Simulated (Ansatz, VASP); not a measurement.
## Two plane-wave programs on Pd

```
CELL_PARAMETERS angstrom
0.00000 1.95585 1.95585
1.95585 0.00000 1.95585
1.95585 1.95585 0.00000
ATOMIC_POSITIONS crystal
Pd 0.00000 0.00000 0.00000
```

Alike in both runs: task single point; functional r2SCAN; k mesh 14 × 14 × 14; occupations fermi-dirac, width 0.3 eV; no spin polarisation.

|  | VASP | Ansatz |
| --- | --- | --- |
| version | VASP 6.6.1 | Ansatz 0.2.0 |
| potentials or method | VASP PAW PBE potentials, release 64 (Pd), cutoff 520 eV | plane waves (500 eV) with PAW, scalar-relativistic |
| valence electrons in the cell | 10 | 18 |

VASP gave:

| Property | Result |
| --- | --- |
| pressure (GPa) | 2.0 |

Q: Which values does Ansatz return?

A: Pressure (GPa): 1.3.

VASP's potentials were made for PBE, not for r2SCAN. With one functional, cell and mesh, what is left measures potentials, basis and numerics. VASP's potentials hold 10 valence electrons a cell and Ansatz's 18, so a difference there can come from the potentials and not from the codes.
